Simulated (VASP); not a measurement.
# In (R-3m) in VASP: single point with PBE

Aim: the single point of In with PBE.

Everything below comes from runs of VASP 6.6.1. Logs are shortened: lines on timing, memory, paths and dates and some standing lists are left out, and cuts for length are marked.

## 1. The cell of the first run

The structure is trigonal, space group R-3m (No. 166). The conventional cell has a = 3.383 Å, b = 3.383 Å, c = 24.946 Å, α = 90.00°, β = 90.00°, γ = 120.00°. In (site symmetry -3m) has 12 In at 3.38 to 3.40 Å within 4.4 Å. Within 4.4 Å of In (site symmetry 3m) lie 12 In at 3.38 to 3.40 Å.

## 2. Single point, PBE (27.48 Å³/atom)

INCAR

```
  ALGO = Normal
  EDIFF = 1E-6
  ENCUT = 520
  GGA = PE
  ISIF = 2
  ISMEAR = -1
  LASPH = True
  LCHARG = False
  LREAL = False
  LWAVE = False
  NBANDS = 26
  NELM = 80
  PREC = Accurate
  SIGMA = 0.05
```

KPOINTS

```
k-points
0
Gamma
  14 14 14
```

POSCAR

```
In
1.0
    1.6916082417      0.9766504737      8.3154685732
   -1.6916082417      0.9766504737      8.3154685732
    0.0000000000     -1.9533009474      8.3154685732
In
3
Direct
    0.0000000000      0.0000000000      0.0000000000
    0.7780122400      0.7780122400      0.7780122400
    0.2219877600      0.2219877600      0.2219877600
```

Potentials or basis: VASP PAW PBE potentials, release 64 (In_d).

Run with:

```sh
$ cat potpaw_PBE.64/In_d/POTCAR > POTCAR
$ mpirun -np 1 vasp_std > vasp.out
```

OUTCAR:

```text
EDIFF = 1E-6
   ENCUT = 520
   GGA = PE
   ISIF = 2
   ISMEAR = -1
   LASPH = True
   LREAL = False
   NELM = 80
   PREC = Accurate

 ion  position               nearest neighbor table
   1  0.000  0.000  0.000-   2 3.40   3 3.40   2 3.40   2 3.40   3 3.40   3 3.40
   2  0.778  0.778  0.778-   3 3.38   3 3.38   3 3.38   1 3.40   1 3.40   1 3.40
   3  0.222  0.222  0.222-   2 3.38   2 3.38   2 3.38   1 3.40   1 3.40   1 3.40

  LATTYP: Found a trigonal (rhomboedric) cell.
 ALAT       =     8.5418032161
 COS(alpha) =     0.9215612875

  Lattice vectors:

 A1 = (   1.6916082417,   0.9766504737,   8.3154685732)
 A2 = (  -1.6916082417,   0.9766504737,   8.3154685732)
 A3 = (   0.0000000000,  -1.9533009474,   8.3154685732)

Analysis of symmetry for initial positions (statically):
=====================================================================
 Subroutine PRICEL returns:
 Original cell was already a primitive cell.

 Routine SETGRP: Setting up the symmetry group for a
 trigonal (rhombohedral) supercell.

 Subroutine GETGRP returns: Found 12 space group operations
 (whereof 12 operations were pure point group operations)
 out of a pool of 12 trial point group operations.

The static configuration has the point symmetry D_3d.

Analysis of symmetry for dynamics (positions and initial velocities):
=====================================================================
 Subroutine PRICEL returns:
 Original cell was already a primitive cell.

 Routine SETGRP: Setting up the symmetry group for a
 trigonal (rhombohedral) supercell.

 Subroutine GETGRP returns: Found 12 space group operations
 (whereof 12 operations were pure point group operations)
 out of a pool of 12 trial point group operations.

The dynamic configuration has the point symmetry D_3d.

 Subroutine INISYM returns: Found 12 space group operations
 (whereof 12 operations are pure point group operations),
 and found     1 'primitive' translations

----------------------------------------------------------------------------------------

                                     Primitive cell

  volume of cell :      82.4284

  direct lattice vectors                    reciprocal lattice vectors
     1.691608242  0.976650474  8.315468573     0.295576711  0.170651294  0.040085935
[... 82 lines left out ...]
   ISPIN  =      1    spin polarized calculation?
   LNONCOLLINEAR =      F non collinear calculations
   LSORBIT =      F    spin-orbit coupling
   LASPH  =      T    aspherical Exc in radial PAW
   ENCUT  =  520.0 eV  38.22 Ry    6.18 a.u.  15.88 15.88 15.88*2*pi/ulx,y,z
   NELM   =     80;   NELMIN=  2; NELMDL= -5     # of ELM steps
   EDIFF  = 0.1E-05   stopping-criterion for ELM
   LREAL  =      F    real-space projection
   EDIFFG = 0.1E-04   stopping-criterion for IOM
   NSW    =      0    number of steps for IOM
   IBRION =     -1    ionic relax: 0-MD 1-quasi-New 2-CG
   NFREE  =      0    steps in history (QN), initial steepest desc. (CG)
   ISIF   =      2    stress and relaxation
   ISYM   =      2    0-nonsym 1-usesym 2-fastsym
   POTIM  = 0.5000    time-step for ionic-motion
   TEBEG  =    0.0;   TEEND  =   0.0 temperature during run
   PSTRESS=    0.0 pullay stress
   NELECT =      39.0000    total number of electrons
   NUPDOWN=      -1.0000    fix difference up-down
   EMIN   =  10.00;   EMAX   =-10.00  energy-range for DOS
   EFERMI =   0.00;   METHOD = LEGACY
   ISMEAR =    -1;   SIGMA  =   0.05  broadening in eV -4-tet -1-fermi 0-gaus
   EFERMI_NEDOS =   21; number of points for ismear=-14 and -15
   IALGO  =     38    algorithm
   IMIX   =      4    mixing-type and parameters
     AMIX     =   0.40;   BMIX     =  1.00
     AMIX_MAG =   1.60;   BMIX_MAG =  1.00
  volume/ion in A,a.u.               =      27.48       185.42
  Fermi-wavevector in a.u.,A,eV,Ry     =   1.275667  2.410661 22.141125  1.627327
  Thomas-Fermi vector in A             =   2.408367
   LORBIT       =      0    0 simple, 1 ext, 2 COOP (PROOUT), +10 PAW based schemes
   GGA     = PE    functional components
   LHFCALC =     F    Hartree Fock is set to
   AEXX    =    0.0000 exact exchange contribution
   IVDW    =     0    specifies the selected vdW correction
   LEPSILON=     F    determine dielectric tensor
   LRPA    =     F    only Hartree local field effects (RPA)
 non-spin polarized calculation
  energy-cutoff  :      520.00
  volume of cell :       82.43
 maximum number of plane-waves:      2239
   NGX = 31   NGY = 31   NGZ = 31

 number of electron      38.9999999 magnetization

 Free energy of the ion-electron system (eV)
  ---------------------------------------------------
  ext. energy  EPLUGINS =         0.00000000
  ---------------------------------------------------
  free energy    TOTEN  =        -7.67042972 eV

  energy without entropy =       -7.65726334  energy(sigma->0) =       -7.66384653

 E-fermi :   7.0047     XC(G=0): -10.0230

 val. band max:        7.0027734727   @ k =   0.2857   0.0714   0.0714
 cond. band min:       7.0054501130   @ k =  -0.2857   0.5000   0.2143
 fundamental gap:      0.0026766403
 Fermi energy:         7.0046781784

 k-point     1 :       0.0000    0.0000    0.0000
  band No.  band energies     occupation
      1      -7.6418      2.00000
      2      -7.6390      2.00000
      3      -7.6083      2.00000
      4      -7.6017      2.00000
      5      -7.6017      2.00000
      6      -7.5825      2.00000
[... 685 lines left out ...]
     25      13.1784      0.00000
     26      14.4176      0.00000

 [... further k-points ...]

------------------------ aborting loop because EDIFF is reached ----------------------------------------

  FORCE on cell =-STRESS in cart. coord.  units (eV):
  Direction    XX          YY          ZZ          XY          YZ          ZX
  --------------------------------------------------------------------------------------
  -------------------------------------------------------------------------------------
  Total        0.0301186      0.0301186      0.1327692      0.0000000      0.0000000      0.0000000
  in kB        0.5854207      0.5854207      2.5806603      0.0000000      0.0000000      0.0000000
  external PRESSURE =       1.2505005 kB  Pullay stress =       0.0000000 kB

 VOLUME and BASIS-vectors are now :
 -----------------------------------------------------------------------------
  energy-cutoff  :      520.00
  volume of cell :       82.43
      direct lattice vectors                 reciprocal lattice vectors
     1.691608242  0.976650474  8.315468573     0.295576711  0.170651294  0.040085935
    -1.691608242  0.976650474  8.315468573    -0.295576711  0.170651294  0.040085935
     0.000000000 -1.953300947  8.315468573     0.000000000 -0.341302587  0.040085935

 POSITION                                       TOTAL-FORCE (eV/Angst)
 -----------------------------------------------------------------------------------
      0.00000      0.00000      0.00000         0.000000      0.000000      0.000000
      0.00000      0.00000     19.40861         0.000000      0.000000     -0.004731
      0.00000      0.00000      5.53780         0.000000     -0.000000      0.004731
 -----------------------------------------------------------------------------------
    total drift:                                0.000000      0.000000     -0.000000

  FREE ENERGIE OF THE ION-ELECTRON SYSTEM (eV)
  ---------------------------------------------------
  free  energy   TOTEN  =        -7.6704297166 eV

  energy  without entropy=       -7.6572633382  energy(sigma->0) =       -7.66384653
```

It took 20 min on 1 thread of Intel Xeon Platinum 8559C (Emerald Rapids), shared host; peak memory 0.86 GiB.

What came out:

```
Free energy            : -7.6704 eV
Pressure               : 0.1 GPa
Largest force          : 0.005 eV/Å
Band gap on the k mesh : zero (an odd number of electrons rules out a gap without spin polarisation)
```

Forces on the atoms (eV/Å):
```
In   0.000  0.000  0.000
In   0.000  0.000 -0.005
In   0.000  0.000  0.005
```

Stress tensor (GPa, compression positive):
```
0.06 0.00 0.00
0.00 0.06 0.00
0.00 0.00 0.26
```

Caveat: spin-orbit coupling is left out, which moves the levels of the heavy elements.
